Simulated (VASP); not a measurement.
# LaTe (Fm-3m) in VASP: further runs

The runs below take LaTe through single point, with LDA.

All numbers are computed with VASP 6.6.1; they aren't measurements. Logs are shortened: lines on timing, memory, paths and dates and some standing lists are left out, and cuts for length are marked.

### 1 The cell of the first run

Symmetry: Fm-3m, No. 225, cubic system. Conventional cell: a = 6.436 Å, b = 6.436 Å, c = 6.436 Å, α = 90.00°, β = 90.00°, γ = 90.00°. La (site symmetry m-3m) has 6 Te at 3.22 Å within 4.2 Å. Te (site symmetry m-3m) has 6 La at 3.22 Å within 4.2 Å.

### 2 Single point, LDA

Input file INCAR:

```
SYSTEM = LaTe
ALGO = Normal
EDIFF = 1E-6
ENCUT = 500
GGA = CA
GGA_COMPAT = .FALSE.
ISIF = 2
ISMEAR = -1
LASPH = .TRUE.
LCHARG = .FALSE.
LMAXMIX = 6
LREAL = .FALSE.
LWAVE = .FALSE.
NBANDS = 16
NELM = 200
PREC = Accurate
SIGMA = 0.1
```

Input file KPOINTS:

```
k-points
0
G
  6 6 6
  0 0 0
```

Input file POSCAR:

```
LaTe
1.0
    0.0000000000      3.2180000000      3.2180000000
    3.2180000000      0.0000000000      3.2180000000
    3.2180000000      3.2180000000      0.0000000000
La Te
1 1
Direct
    0.0000000000      0.0000000000      0.0000000000
    0.5000000000      0.5000000000      0.5000000000
```

Potentials or basis: VASP PAW LDA potentials, release 64 (La, Te).

On the command line:

```console
cat potpaw_LDA.64/La/POTCAR potpaw_LDA.64/Te/POTCAR > POTCAR
mpirun -np 1 vasp_std > vasp.out
```

OUTCAR:

```text
SYSTEM = LaTe
   EDIFF = 1E-6
   ENCUT = 500
   GGA = CA
   ISIF = 2
   ISMEAR = -1
   LASPH = .TRUE.
   LREAL = .FALSE.
   NELM = 200
   PREC = Accurate

 ion  position               nearest neighbor table
   1  0.000  0.000  0.000-   2 3.22   2 3.22   2 3.22   2 3.22   2 3.22   2 3.22
   2  0.500  0.500  0.500-   1 3.22   1 3.22   1 3.22   1 3.22   1 3.22   1 3.22

  LATTYP: Found a face centered cubic cell.
 ALAT       =     6.4360000000

  Lattice vectors:

 A1 = (   0.0000000000,   3.2180000000,   3.2180000000)
 A2 = (   3.2180000000,   0.0000000000,   3.2180000000)
 A3 = (   3.2180000000,   3.2180000000,   0.0000000000)

Analysis of symmetry for initial positions (statically):
=====================================================================
 Subroutine PRICEL returns:
 Original cell was already a primitive cell.

 Routine SETGRP: Setting up the symmetry group for a
 face centered cubic supercell.

 Subroutine GETGRP returns: Found 48 space group operations
 (whereof 48 operations were pure point group operations)
 out of a pool of 48 trial point group operations.

The static configuration has the point symmetry O_h .

Analysis of symmetry for dynamics (positions and initial velocities):
=====================================================================
 Subroutine PRICEL returns:
 Original cell was already a primitive cell.

 Routine SETGRP: Setting up the symmetry group for a
 face centered cubic supercell.

 Subroutine GETGRP returns: Found 48 space group operations
 (whereof 48 operations were pure point group operations)
 out of a pool of 48 trial point group operations.

The dynamic configuration has the point symmetry O_h .

 Subroutine INISYM returns: Found 48 space group operations
 (whereof 48 operations are pure point group operations),
 and found     1 'primitive' translations

----------------------------------------------------------------------------------------

                                     Primitive cell

  volume of cell :      66.6482

  direct lattice vectors                    reciprocal lattice vectors
     0.000000000  3.218000000  3.218000000    -0.155376010  0.155376010  0.155376010
     3.218000000  0.000000000  3.218000000     0.155376010 -0.155376010  0.155376010
     3.218000000  3.218000000  0.000000000     0.155376010  0.155376010 -0.155376010

  length of vectors
     4.550939244  4.550939244  4.550939244     0.269119144  0.269119144  0.269119144

  position of ions in fractional coordinates (direct lattice)
[... 70 lines left out ...]
   EDIFF  = 0.1E-05   stopping-criterion for ELM
   LREAL  =      F    real-space projection
   EDIFFG = 0.1E-04   stopping-criterion for IOM
   NSW    =      0    number of steps for IOM
   IBRION =     -1    ionic relax: 0-MD 1-quasi-New 2-CG
   NFREE  =      0    steps in history (QN), initial steepest desc. (CG)
   ISIF   =      2    stress and relaxation
   ISYM   =      2    0-nonsym 1-usesym 2-fastsym
   POTIM  = 0.5000    time-step for ionic-motion
   TEBEG  =    0.0;   TEEND  =   0.0 temperature during run
   PSTRESS=    0.0 pullay stress
   NELECT =      17.0000    total number of electrons
   NUPDOWN=      -1.0000    fix difference up-down
   EMIN   =  10.00;   EMAX   =-10.00  energy-range for DOS
   EFERMI =   0.00;   METHOD = LEGACY
   ISMEAR =    -1;   SIGMA  =   0.10  broadening in eV -4-tet -1-fermi 0-gaus
   EFERMI_NEDOS =   21; number of points for ismear=-14 and -15
   IALGO  =     38    algorithm
   IMIX   =      4    mixing-type and parameters
     AMIX     =   0.40;   BMIX     =  1.00
     AMIX_MAG =   1.60;   BMIX_MAG =  1.00
  volume/ion in A,a.u.               =      33.32       224.88
  Fermi-wavevector in a.u.,A,eV,Ry     =   1.038234  1.961977 14.666116  1.077929
  Thomas-Fermi vector in A             =   2.172708
   LORBIT       =      0    0 simple, 1 ext, 2 COOP (PROOUT), +10 PAW based schemes
   GGA     = CA    functional components
   LHFCALC =     F    Hartree Fock is set to
   AEXX    =    0.0000 exact exchange contribution
   IVDW    =     0    specifies the selected vdW correction
   LEPSILON=     F    determine dielectric tensor
   LRPA    =     F    only Hartree local field effects (RPA)
 non-spin polarized calculation
  energy-cutoff  :      500.00
  volume of cell :       66.65
 maximum number of plane-waves:      1711
 NGX is ok and might be reduce to    36
   NGX = 17   NGY = 17   NGZ = 17

 number of electron      16.9999999 magnetization

 Free energy of the ion-electron system (eV)
  ---------------------------------------------------
  ext. energy  EPLUGINS =         0.00000000
  ---------------------------------------------------
  free energy    TOTEN  =       -12.63391057 eV

  energy without entropy =      -12.59553101  energy(sigma->0) =      -12.61472079

 E-fermi :   8.1842     XC(G=0):  -9.7558

 val. band max:        8.1557025498   @ k =   0.0000   0.0000   0.0000
 cond. band min:       8.2004992447   @ k =   0.1667   0.0000   0.0000
 fundamental gap:      0.0447966949
 Fermi energy:         8.1842098925

 k-point     1 :       0.0000    0.0000    0.0000
  band No.  band energies     occupation
      1     -25.1226      2.00000
      2      -8.8272      2.00000
      3      -8.8272      2.00000
      4      -8.8272      2.00000
      5      -4.1493      2.00000
      6       5.8867      2.00000
[... 281 lines left out ...]
      3      -8.9910      2.00000
      4      -8.9859      2.00000
      5      -3.5932      2.00000
      6       4.4561      2.00000
[... 8 lines left out ...]
     15       9.5270      0.00000
     16       9.8916      0.00000

------------------------ aborting loop because EDIFF is reached ----------------------------------------

  FORCE on cell =-STRESS in cart. coord.  units (eV):
  Direction    XX          YY          ZZ          XY          YZ          ZX
  --------------------------------------------------------------------------------------
  -------------------------------------------------------------------------------------
  Total       -1.0326998     -1.0326998     -1.0326998      0.0000000      0.0000000      0.0000000
  in kB      -24.8254167    -24.8254167    -24.8254167      0.0000000      0.0000000      0.0000000
  external PRESSURE =     -24.8254167 kB  Pullay stress =       0.0000000 kB

 VOLUME and BASIS-vectors are now :
 -----------------------------------------------------------------------------
  energy-cutoff  :      500.00
  volume of cell :       66.65
      direct lattice vectors                 reciprocal lattice vectors
     0.000000000  3.218000000  3.218000000    -0.155376010  0.155376010  0.155376010
     3.218000000  0.000000000  3.218000000     0.155376010 -0.155376010  0.155376010
     3.218000000  3.218000000  0.000000000     0.155376010  0.155376010 -0.155376010

 POSITION                                       TOTAL-FORCE (eV/Angst)
 -----------------------------------------------------------------------------------
      0.00000      0.00000      0.00000         0.000000     -0.000000      0.000000
      3.21800      3.21800      3.21800        -0.000000      0.000000     -0.000000
 -----------------------------------------------------------------------------------
    total drift:                                0.000000      0.000000      0.000000

  FREE ENERGIE OF THE ION-ELECTRON SYSTEM (eV)
  ---------------------------------------------------
  free  energy   TOTEN  =       -12.6339105728 eV

  energy  without entropy=      -12.5955310059  energy(sigma->0) =      -12.61472079
```

stdout:

```text
POSCAR found type information on POSCAR LaTe
 POSCAR found :  2 types and       2 ions
 scaLAPACK will be used
 LDA part: xc-table for (Slater(with rela. corr.)+CA(PZ))
 , standard interpolation
 POSCAR, INCAR and KPOINTS ok, starting setup
 FFT: planning ... GRIDC
 FFT: planning ... GRID_SOFT
 FFT: planning ... GRID
 WAVECAR not read
 entering main loop
```

It took 26 s on 1 thread of AMD EPYC 7R43 (Zen 3), shared host; peak memory 0.15 GiB.

Results:

```
Free energy            : -12.6339 eV
Pressure               : -2.5 GPa
Band gap on the k mesh : zero (an odd number of electrons rules out a gap without spin polarisation)
```

Levels at points of the mesh, in eV from the Fermi level:
| k point | band 6 | band 7 | band 8 | band 9 | band 10 | band 11 |
| --- | --- | --- | --- | --- | --- | --- |
| (0.00, 0.00, 0.00) | -2.30 | -2.30 | -2.30 | -0.03 | -0.03 | -0.03 |
| (0.50, 0.00, 0.00) | -5.24 | -3.88 | -3.88 | 0.72 | 1.04 | 1.04 |
| (0.50, 0.50, 0.00) | -3.62 | -2.70 | -2.70 | -1.61 | 1.14 | 1.14 |

Caveat: spin-orbit coupling is left out, which moves the levels of the heavy elements.

### 3 Single point, LDA

Input file INCAR:

```
ALGO = Normal ; EDIFF = 1E-6
ENCUT = 500 ; GGA = CA
GGA_COMPAT = False ; ISIF = 2
ISMEAR = -1 ; LASPH = True
LCHARG = False ; LMAXMIX = 6
LREAL = False ; LWAVE = False
NBANDS = 16 ; NELM = 200
PREC = Accurate ; SIGMA = 0.1
```

Input file KPOINTS:

```
k-points
0
Gamma
  6 6 6
```

POSCAR is that of step 2.

Potentials or basis: VASP PAW LDA potentials, release 64 (La, Te).

On the command line:

```console
cat potpaw_LDA.64/La/POTCAR potpaw_LDA.64/Te/POTCAR > POTCAR
mpirun -np 1 vasp_std > vasp.out
```

OUTCAR:

```text
EDIFF = 1E-6
   ENCUT = 500
   GGA = CA
   ISIF = 2
   ISMEAR = -1
   LASPH = True
   LREAL = False
   NELM = 200
   PREC = Accurate

 ion  position               nearest neighbor table
   1  0.000  0.000  0.000-   2 3.22   2 3.22   2 3.22   2 3.22   2 3.22   2 3.22
   2  0.500  0.500  0.500-   1 3.22   1 3.22   1 3.22   1 3.22   1 3.22   1 3.22

  LATTYP: Found a face centered cubic cell.
 ALAT       =     6.4360000000

  Lattice vectors:

 A1 = (   0.0000000000,   3.2180000000,   3.2180000000)
 A2 = (   3.2180000000,   0.0000000000,   3.2180000000)
 A3 = (   3.2180000000,   3.2180000000,   0.0000000000)

Analysis of symmetry for initial positions (statically):
=====================================================================
 Subroutine PRICEL returns:
 Original cell was already a primitive cell.

 Routine SETGRP: Setting up the symmetry group for a
 face centered cubic supercell.

 Subroutine GETGRP returns: Found 48 space group operations
 (whereof 48 operations were pure point group operations)
 out of a pool of 48 trial point group operations.
[... 150 lines left out ...]
  free energy    TOTEN  =       -12.63391057 eV

  energy without entropy =      -12.59553101  energy(sigma->0) =      -12.61472079

 E-fermi :   8.1842     XC(G=0):  -9.7558

 val. band max:        8.1557025498   @ k =   0.0000   0.0000   0.0000
 cond. band min:       8.2004992447   @ k =   0.1667   0.0000   0.0000
 fundamental gap:      0.0447966949
 Fermi energy:         8.1842098925

 k-point     1 :       0.0000    0.0000    0.0000
  band No.  band energies     occupation
      1     -25.1226      2.00000
      2      -8.8272      2.00000
      3      -8.8272      2.00000
      4      -8.8272      2.00000
      5      -4.1493      2.00000
      6       5.8867      2.00000
[... 281 lines left out ...]
      3      -8.9910      2.00000
      4      -8.9859      2.00000
      5      -3.5932      2.00000
      6       4.4561      2.00000
[... 8 lines left out ...]
     15       9.5270      0.00000
     16       9.8916      0.00000

------------------------ aborting loop because EDIFF is reached ----------------------------------------

  FORCE on cell =-STRESS in cart. coord.  units (eV):
  Direction    XX          YY          ZZ          XY          YZ          ZX
  --------------------------------------------------------------------------------------
  -------------------------------------------------------------------------------------
  Total       -1.0326998     -1.0326998     -1.0326998      0.0000000      0.0000000      0.0000000
  in kB      -24.8254167    -24.8254167    -24.8254167      0.0000000      0.0000000      0.0000000
  external PRESSURE =     -24.8254167 kB  Pullay stress =       0.0000000 kB

 VOLUME and BASIS-vectors are now :
 -----------------------------------------------------------------------------
  energy-cutoff  :      500.00
  volume of cell :       66.65
      direct lattice vectors                 reciprocal lattice vectors
     0.000000000  3.218000000  3.218000000    -0.155376010  0.155376010  0.155376010
     3.218000000  0.000000000  3.218000000     0.155376010 -0.155376010  0.155376010
     3.218000000  3.218000000  0.000000000     0.155376010  0.155376010 -0.155376010

 POSITION                                       TOTAL-FORCE (eV/Angst)
 -----------------------------------------------------------------------------------
      0.00000      0.00000      0.00000         0.000000     -0.000000      0.000000
      3.21800      3.21800      3.21800        -0.000000      0.000000     -0.000000
 -----------------------------------------------------------------------------------
    total drift:                                0.000000      0.000000      0.000000

  FREE ENERGIE OF THE ION-ELECTRON SYSTEM (eV)
  ---------------------------------------------------
  free  energy   TOTEN  =       -12.6339105728 eV

  energy  without entropy=      -12.5955310059  energy(sigma->0) =      -12.61472079
```

Run time: 29 s. Hardware: 1 thread of AMD EPYC 7R43 (Zen 3), shared host; peak memory 0.14 GiB.

What came out:

```
Free energy            : -12.6339 eV
Pressure               : -2.5 GPa
Band gap on the k mesh : zero (an odd number of electrons rules out a gap without spin polarisation)
```

Caveat: spin-orbit coupling is left out, which moves the levels of the heavy elements.

The gap in the log of VASP goes by the Fermi energy; the results here count the filled bands.